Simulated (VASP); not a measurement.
# GaS3 (P6_3/m) in VASP: single point with r2SCAN

Aim: the single point of GaS3 with r2SCAN.

All numbers are computed with VASP 6.6.1; they aren't measurements. Logs are shortened: lines on timing, memory, paths and dates and some standing lists are left out, and cuts for length are marked.

### Step 1. The cell of the first run

The structure is hexagonal, space group P6_3/m (No. 176). Conventional cell: a = 5.921 Å, b = 5.921 Å, c = 6.304 Å, α = 90.00°, β = 90.00°, γ = 120.00°. Within 3.0 Å of Ga (site symmetry -6) lie 3 S at 2.25 Å. S (site symmetry m) has 1 Ga at 2.25 Å within 3.0 Å.

### Step 2. Single point, r2SCAN

POSCAR reads:

```
GaS3
1.0
    5.9207173865      0.0000002887      0.0000000000
   -2.9603589432      5.1274915210      0.0000000000
    0.0000000000      0.0000000000      6.3039290000
Ga S
2 6
Direct
    0.3333333333      0.6666666667      0.2500000000
    0.6666666667      0.3333333333      0.7500000000
   -0.0509585524      0.2911296815      0.2500000000
    0.6579117661     -0.0509585524      0.7500000000
    0.7088703185      0.6579117661      0.2500000000
    1.0509585524      0.7088703185      0.7500000000
    0.3420882339      1.0509585524      0.2500000000
    0.2911296815      0.3420882339      0.7500000000
```

INCAR.step1 reads:

```
  ALGO = Normal
  EDIFF = 1E-5
  ENCUT = 550
  GGA = PE
  GGA_COMPAT = False
  ISMEAR = -1
  LASPH = True
  LCHARG = False
  LREAL = False
  LWAVE = True
  NBANDS = 41
  NELM = 120
  PREC = Accurate
  SIGMA = 0.1
```

INCAR.step2 reads:

```
  ALGO = Normal
  EDIFF = 1E-6
  ENCUT = 550
  GGA_COMPAT = False
  ISIF = 2
  ISMEAR = -1
  ISTART = 1
  LASPH = True
  LCHARG = True
  LELF = True
  LMIXTAU = True
  LREAL = False
  LVHAR = True
  LWAVE = False
  METAGGA = R2SCAN
  NBANDS = 41
  NELM = 120
  PREC = Accurate
  SIGMA = 0.1
```

KPOINTS reads:

```
k-points
0
Gamma
  6 6 5
```

Potentials or basis: VASP PAW PBE potentials, release 64 (Ga_d, S).

Command:

```
> cat potpaw_PBE.64/Ga_d/POTCAR potpaw_PBE.64/S/POTCAR > POTCAR
> cp INCAR.step1 INCAR
> mpirun -np 1 vasp_std > vasp.out
> cp INCAR.step2 INCAR
> mpirun -np 1 vasp_std > vasp.out
```

OUTCAR:

```text
EDIFF = 1E-6
   ENCUT = 550
   ISIF = 2
   ISMEAR = -1
   ISTART = 1
   LASPH = True
   LREAL = False
   METAGGA = R2SCAN
   NELM = 120
   PREC = Accurate

 ion  position               nearest neighbor table
   1  0.333  0.667  0.250-   7 2.25   3 2.25   5 2.25
   2  0.667  0.333  0.750-   4 2.25   6 2.25   8 2.25
   3  0.949  0.291  0.250-   1 2.25
   4  0.658  0.949  0.750-   2 2.25
   5  0.709  0.658  0.250-   1 2.25
   6  0.051  0.709  0.750-   2 2.25
   7  0.342  0.051  0.250-   1 2.25
   8  0.291  0.342  0.750-   2 2.25

  LATTYP: Found a hexagonal cell.
 ALAT       =     5.9207173865
 C/A-ratio  =     1.0647238482

  Lattice vectors:

 A1 = (   5.9207173865,   0.0000002887,   0.0000000000)
 A2 = (  -2.9603589432,   5.1274915210,   0.0000000000)
 A3 = (   0.0000000000,   0.0000000000,   6.3039290000)

Analysis of symmetry for initial positions (statically):
=====================================================================
 Subroutine PRICEL returns:
 Original cell was already a primitive cell.

 Routine SETGRP: Setting up the symmetry group for a
 hexagonal supercell.

 Subroutine GETGRP returns: Found 12 space group operations
 (whereof  6 operations were pure point group operations)
 out of a pool of 24 trial point group operations.

The static configuration has the point symmetry S_6 .
 The point group associated with its full space group is C_6h.

Analysis of symmetry for dynamics (positions and initial velocities):
=====================================================================
 Subroutine PRICEL returns:
 Original cell was already a primitive cell.

 Routine SETGRP: Setting up the symmetry group for a
 hexagonal supercell.

 Subroutine GETGRP returns: Found 12 space group operations
 (whereof  6 operations were pure point group operations)
 out of a pool of 24 trial point group operations.

The dynamic configuration has the point symmetry S_6 .
 The point group associated with its full space group is C_6h.

 Subroutine INISYM returns: Found 12 space group operations
 (whereof  6 operations are pure point group operations),
 and found     1 'primitive' translations

----------------------------------------------------------------------------------------

                                     Primitive cell

  volume of cell :     191.3774

  direct lattice vectors                    reciprocal lattice vectors
     5.920717386  0.000000289  0.000000000     0.168898447  0.097513575  0.000000000
    -2.960358943  5.127491521  0.000000000    -0.000000010  0.195027133  0.000000000
     0.000000000  0.000000000  6.303929000     0.000000000  0.000000000  0.158631228

  length of vectors
     5.920717387  5.920717386  6.303929000     0.195027133  0.195027133  0.158631228

  position of ions in fractional coordinates (direct lattice)
     0.333333333  0.666666667  0.250000000
     0.666666667  0.333333333  0.750000000
     0.949041448  0.291129682  0.250000000
     0.657911766  0.949041448  0.750000000
     0.708870318  0.657911766  0.250000000
     0.050958552  0.708870318  0.750000000
     0.342088234  0.050958552  0.250000000
     0.291129682  0.342088234  0.750000000

  ion indices of the primitive-cell ions
   primitive index   ion index
                 1           1
                 2           2
                 3           3
                 4           4
                 5           5
                 6           6
                 7           7
                 8           8

----------------------------------------------------------------------------------------

 KPOINTS: k-points

Automatic generation of k-mesh.
 Grid dimensions read from file:
 generate k-points for:    6    6    5

 Generating k-lattice:

  Cartesian coordinates                     Fractional coordinates (reciprocal lattice)
     0.028149741  0.016252262  0.000000000     0.166666667  0.000000000  0.000000000
    -0.000000002  0.032504522  0.000000000    -0.000000000  0.166666667  0.000000000
     0.000000000  0.000000000  0.031726246     0.000000000  0.000000000  0.200000000

  Length of vectors
     0.032504522  0.032504522  0.031726246

  Shift w.r.t. Gamma in fractional coordinates (k-lattice)
     0.000000000  0.000000000  0.000000000

 Subroutine IBZKPT returns following result:
 ===========================================

 Found     24 irreducible k-points:

 Following reciprocal coordinates:
            Coordinates               Weight
  0.000000  0.000000  0.000000      1.000000
  0.166667  0.000000  0.000000      6.000000
  0.333333  0.000000  0.000000      6.000000
  0.500000  0.000000  0.000000      3.000000
  0.166667  0.166667  0.000000      6.000000
  0.333333  0.166667  0.000000      6.000000
[... 16 lines left out ...]
 -0.333333  0.500000 -0.400000     12.000000
  0.333333  0.333333  0.400000      4.000000
   k-points           NKPTS =     24   k-points in BZ     NKDIM =     24   number of bands    NBANDS=     41
   number of dos      NEDOS =    301   number of ions     NIONS =      8
   total plane-waves  NPLWV = 110592
   dimension x,y,z NGX =    48 NGY =   48 NGZ =   48
   dimension x,y,z NGXF=    96 NGYF=   96 NGZF=   96
   ions per type =               2   6
   NGX,Y,Z   is equivalent  to a cutoff of  13.48, 13.48, 12.66 a.u.
   NGXF,Y,Z  is equivalent  to a cutoff of  26.96, 26.96, 25.32 a.u.
 SYSTEM =  unknown system
   PREC   = accura    normal or accurate (medium, high low for compatibility)
   ISTART =      1    job   : 0-new  1-cont  2-samecut
   ICHARG =      0    charge: 1-file 2-atom 10-const
   ISPIN  =      1    spin polarized calculation?
   LNONCOLLINEAR =      F non collinear calculations
   LSORBIT =      F    spin-orbit coupling
   LASPH  =      T    aspherical Exc in radial PAW
   ENCUT  =  550.0 eV  40.42 Ry    6.36 a.u.  11.32 11.32 12.05*2*pi/ulx,y,z
   NELM   =    120;   NELMIN=  2; NELMDL=  0     # of ELM steps
   EDIFF  = 0.1E-05   stopping-criterion for ELM
   LREAL  =      F    real-space projection
   EDIFFG = 0.1E-04   stopping-criterion for IOM
   NSW    =      0    number of steps for IOM
   IBRION =     -1    ionic relax: 0-MD 1-quasi-New 2-CG
   NFREE  =      0    steps in history (QN), initial steepest desc. (CG)
   ISIF   =      2    stress and relaxation
   ISYM   =      2    0-nonsym 1-usesym 2-fastsym
   POTIM  = 0.5000    time-step for ionic-motion
   TEBEG  =    0.0;   TEEND  =   0.0 temperature during run
   PSTRESS=    0.0 pullay stress
   NELECT =      62.0000    total number of electrons
   NUPDOWN=      -1.0000    fix difference up-down
   EMIN   =  10.00;   EMAX   =-10.00  energy-range for DOS
   EFERMI =   0.00;   METHOD = LEGACY
   ISMEAR =    -1;   SIGMA  =   0.10  broadening in eV -4-tet -1-fermi 0-gaus
   EFERMI_NEDOS =   21; number of points for ismear=-14 and -15
   IALGO  =     38    algorithm
   IMIX   =      4    mixing-type and parameters
     AMIX     =   0.40;   BMIX     =  1.00
     AMIX_MAG =   1.60;   BMIX_MAG =  1.00
  volume/ion in A,a.u.               =      23.92       161.43
  Fermi-wavevector in a.u.,A,eV,Ry     =   1.124368  2.124748 17.200535  1.264204
  Thomas-Fermi vector in A             =   2.261040
   LORBIT       =      0    0 simple, 1 ext, 2 COOP (PROOUT), +10 PAW based schemes
   METAGGA = R2SCAN    functional components
   LHFCALC =     F    Hartree Fock is set to
   AEXX    =    0.0000 exact exchange contribution
   IVDW    =     0    specifies the selected vdW correction
   LEPSILON=     F    determine dielectric tensor
   LRPA    =     F    only Hartree local field effects (RPA)
 non-spin polarized calculation
  energy-cutoff  :      550.00
  volume of cell :      191.38
 maximum number of plane-waves:      5628
 NGX is ok and might be reduce to    48
   NGX = 23   NGY = 23   NGZ = 25

 number of electron      61.9999994 magnetization

 Free energy of the ion-electron system (eV)
  ---------------------------------------------------
  ext. energy  EPLUGINS =         0.00000000
  ---------------------------------------------------
  free energy    TOTEN  =       -67.02234664 eV

  energy without entropy =      -66.75420190  energy(sigma->0) =      -66.88827427

 E-fermi :   1.8588     XC(G=0):  -9.6272

 val. band max:        1.7718541133   @ k =  -0.3333   0.5000  -0.2000
 cond. band min:       1.8661061236   @ k =   0.5000   0.0000   0.2000
 fundamental gap:      0.0942520103
 Fermi energy:         1.8588488476

 k-point     1 :       0.0000    0.0000    0.0000
  band No.  band energies     occupation
      1     -13.0603      2.00000
      2     -13.0510      2.00000
      3     -12.9360      2.00000
      4     -12.9360      2.00000
      5     -12.9319      2.00000
      6     -12.9319      2.00000
[... 33 lines left out ...]
     40      10.4020      0.00000
     41      10.7386      0.00000

 k-point     2 :       0.1667    0.0000    0.0000
  band No.  band energies     occupation
      1     -13.0493      2.00000
      2     -13.0431      2.00000
      3     -12.9377      2.00000
      4     -12.9366      2.00000
      5     -12.9331      2.00000
      6     -12.9317      2.00000
[... 33 lines left out ...]
     40      10.2018      0.00000
     41      10.4005      0.00000

 k-point     3 :       0.3333    0.0000    0.0000
  band No.  band energies     occupation
      1     -13.0272      2.00000
      2     -13.0257      2.00000
      3     -12.9417      2.00000
      4     -12.9391      2.00000
      5     -12.9356      2.00000
      6     -12.9316      2.00000
[... 875 lines left out ...]
      2     -13.0152      2.00000
      3     -12.9420      2.00000
      4     -12.9409      2.00000
      5     -12.9371      2.00000
      6     -12.9348      2.00000
[... 33 lines left out ...]
     40       8.9793      0.00000
     41       9.3022      0.00000

 k-point    24 :       0.3333    0.3333    0.4000
  band No.  band energies     occupation
      1     -13.0098      2.00000
      2     -13.0098      2.00000
      3     -12.9430      2.00000
      4     -12.9430      2.00000
      5     -12.9380      2.00000
      6     -12.9351      2.00000
[... 33 lines left out ...]
     40       8.7913      0.00000
     41       8.8010      0.00000

------------------------ aborting loop because EDIFF is reached ----------------------------------------

  FORCE on cell =-STRESS in cart. coord.  units (eV):
  Direction    XX          YY          ZZ          XY          YZ          ZX
  --------------------------------------------------------------------------------------
  -------------------------------------------------------------------------------------
  Total       -8.0729173     -8.0729173     -2.1780055     -0.0000020      0.0000000      0.0000000
  in kB      -67.5850247    -67.5850247    -18.2338736     -0.0000171      0.0000000      0.0000000
  external PRESSURE =     -51.1346410 kB  Pullay stress =       0.0000000 kB

 VOLUME and BASIS-vectors are now :
 -----------------------------------------------------------------------------
  energy-cutoff  :      550.00
  volume of cell :      191.38
      direct lattice vectors                 reciprocal lattice vectors
     5.920717386  0.000000289  0.000000000     0.168898447  0.097513575  0.000000000
    -2.960358943  5.127491521  0.000000000    -0.000000010  0.195027133  0.000000000
     0.000000000  0.000000000  6.303929000     0.000000000  0.000000000  0.158631228

 POSITION                                       TOTAL-FORCE (eV/Angst)
 -----------------------------------------------------------------------------------
     -0.00000      3.41833      1.57598         0.000000     -0.000000      0.000000
      2.96036      1.70916      4.72795         0.000000     -0.000000     -0.000000
      4.75716      1.49277      1.57598        -0.016829     -0.010547     -0.000000
      1.08581      4.86620      4.72795         0.000720     -0.019848      0.000000
      2.24937      3.37344      1.57598         0.017549     -0.009300      0.000000
     -1.79680      3.63473      4.72795         0.016829      0.010547      0.000000
      1.87455      0.26129      1.57598        -0.000720      0.019848      0.000000
      0.71099      1.75405      4.72795        -0.017549      0.009300     -0.000000
 -----------------------------------------------------------------------------------
    total drift:                               -0.000000      0.000000     -0.000000

  FREE ENERGIE OF THE ION-ELECTRON SYSTEM (eV)
  ---------------------------------------------------
  free  energy   TOTEN  =       -67.0223466351 eV

  energy  without entropy=      -66.7542018986  energy(sigma->0) =      -66.88827427
```

Wall time 8.9 min (1 thread of Intel Xeon 6975P-C (Granite Rapids), shared host); peak memory 0.44 GiB.

What came out:

| Quantity | Value |
| --- | --- |
| Free energy | -67.0223 eV |
| Pressure | -5.1 GPa |
| Largest force | 0.020 eV/Å |
| Band gap on the k mesh | zero (band 31 reaches 2.77 eV, above the bottom of band 32 at 1.55 eV) |

Forces in eV/Å, atoms in the order of the input:
```
Ga   0.000  0.000  0.000
Ga   0.000  0.000  0.000
S   -0.017 -0.011  0.000
S    0.001 -0.020  0.000
S    0.018 -0.009  0.000
S    0.017  0.011  0.000
S   -0.001  0.020  0.000
S   -0.018  0.009  0.000
```

Levels at points of the mesh, in eV from the Fermi level:
| k point | band 27 | band 28 | band 29 | band 30 | band 31 | band 32 | band 33 | band 34 | band 35 | band 36 |
| --- | --- | --- | --- | --- | --- | --- | --- | --- | --- | --- |
| (0.00, 0.00, 0.00) | -0.73 | -0.50 | -0.50 | 0.11 | 0.83 | 0.83 | 0.98 | 0.98 | 3.43 | 3.95 |
| (0.50, 0.00, 0.00) | -1.04 | -0.90 | -0.43 | -0.43 | 0.09 | 0.14 | 0.15 | 0.28 | 3.78 | 4.18 |

Caveat: the PAW data sets were made with another functional, which shifts forces and pressure a little.
